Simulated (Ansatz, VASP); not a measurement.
Given: the input of a run of VASP 6.6.1 on SnTe.

The input INCAR:

```
PREC = Accurate
ENCUT = 520
EDIFF = 1E-7
ISMEAR = -1
SIGMA = 0.05
LREAL = False
LASPH = True
NELM = 60
ALGO = Normal
ISIF = 2
LWAVE = False
LCHARG = False
NBANDS = 17
```

The input KPOINTS:

```
Automatic mesh
0
Gamma
  7 7 7
```

Contents of POSCAR:

```
SnTe
1.0
    0.0000000000      3.5869093905      3.5869093905
    3.5869093905      0.0000000000      3.5869093905
    3.5869093905      3.5869093905      0.0000000000
Te Sn
1 1
Direct
    0.2500000000      0.2500000000      0.2500000000
    0.0000000000      0.0000000000      0.0000000000
```

Potentials or basis: VASP PAW LDA potentials, release 64 (Te, Sn_d).

Command:

```console
$ cat potpaw_LDA.64/Te/POTCAR potpaw_LDA.64/Sn_d/POTCAR > POTCAR
$ mpirun -np 1 vasp_std > vasp.out
```

**Question.** Translate it to Ansatz 0.2.0. Potentials there: all-electron LAPW, scalar-relativistic.

**Answer.** As run (the cutoff follows the program's own potentials):

The input input.yaml:

```yaml
crystal:
  lattice:
    - [0.0, 3.5869093905, 3.5869093905]
    - [3.5869093905, 0.0, 3.5869093905]
    - [3.5869093905, 3.5869093905, 0.0]
  atoms:
    - { symbol: Te, position: [0.25, 0.25, 0.25] }
    - { symbol: Sn, position: [0.0, 0.0, 0.0] }
kpoints:
  mp_grid: { grid: [7, 7, 7] }
scf:
  occupations: { method: fermi_dirac, width: 0.05 }
hamiltonian:
  xc: lda
  pseudopotentials: { kind: all_electron, lapw: { basis_error: 0.001 } }
output:
  forces: true
  stress: true
  eigenvalues: true
```

Potentials or basis: all-electron LAPW, scalar-relativistic.

Run with:

```sh
$ ansatz run input.yaml --threads 1 --pin off --max-ram 3072MiB --backend cpu --events-out ev --progress --plain --runs-dir out
```

Both were run:

|  | VASP | Ansatz | Ansatz less VASP |
| --- | --- | --- | --- |
| gap on the k mesh at the Fermi level (eV) | 0.21 | 0.22 | +0.010 |
| least direct gap on the mesh (eV) | 0.73 | 0.74 | +0.006 |
| pressure (GPa) | -1.8 | -1.8 | -0.02 |

LDA's correlation is that of Perdew and Zunger in VASP and of Perdew and Wang (1992) in Ansatz. Ansatz ran all-electron here, and VASP with PAW potentials.

Neither program's run includes spin-orbit coupling.
